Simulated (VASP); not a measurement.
Here is a VASP 6.6.1 calculation.

File INCAR:

```
SYSTEM = N
PREC = Accurate
ENCUT = 600
EDIFF = 1E-7
ISMEAR = -1
SIGMA = 0.02
LREAL = .FALSE.
LASPH = .TRUE.
NELM = 120
ALGO = Normal
ISIF = 3
LWAVE = .FALSE.
LCHARG = .FALSE.
GGA = PS
IBRION = 2
NSW = 80
EDIFFG = -0.01
PSTRESS = 150.0
GGA_COMPAT = .FALSE.
NELMIN = 4
```

Contents of KPOINTS:

```
regular mesh
0
G
  8 8 7
  0 0 0
```

The input POSCAR:

```
N
1.0
    2.5194737900      0.0000000000      0.0000000000
   -1.2597368900      2.1819283100      0.0000000000
    0.0000000000      0.0000000000      2.4460020000
N
2
Direct
    0.6666666667      0.3333333333      0.2500000000
    0.3333333333      0.6666666667      0.7500000000
```

Potentials or basis: VASP PAW PBE potentials, release 64 (N).

The run is started by

```console
$ cat potpaw_PBE.64/N/POTCAR > POTCAR
$ mpirun -np 1 vasp_std > vasp.out
```

Question: Predict the band gap on the k mesh.

Answer: Zero (band 5 reaches 9.26 eV, above the bottom of band 6 at 5.57 eV).

Question: Estimate the relaxed volume.

Answer: 6.29 Å³/atom.

Final structure:
```
N
1.0
     2.47135    0.00000    0.00000
    -1.23567    2.14025    0.00000
     0.00000    0.00000    2.37941
N
2
Cartesian
  1.2357 0.7134 0.5949
  0.0000 1.4268 1.7846
```

Caveat: the k points lie up to 0.38 Å⁻¹ apart in the final cell; the cell is relaxed towards a set pressure, so the enthalpy falls and the energy may rise; the PAW data sets were made with another functional, which shifts forces and pressure a little.
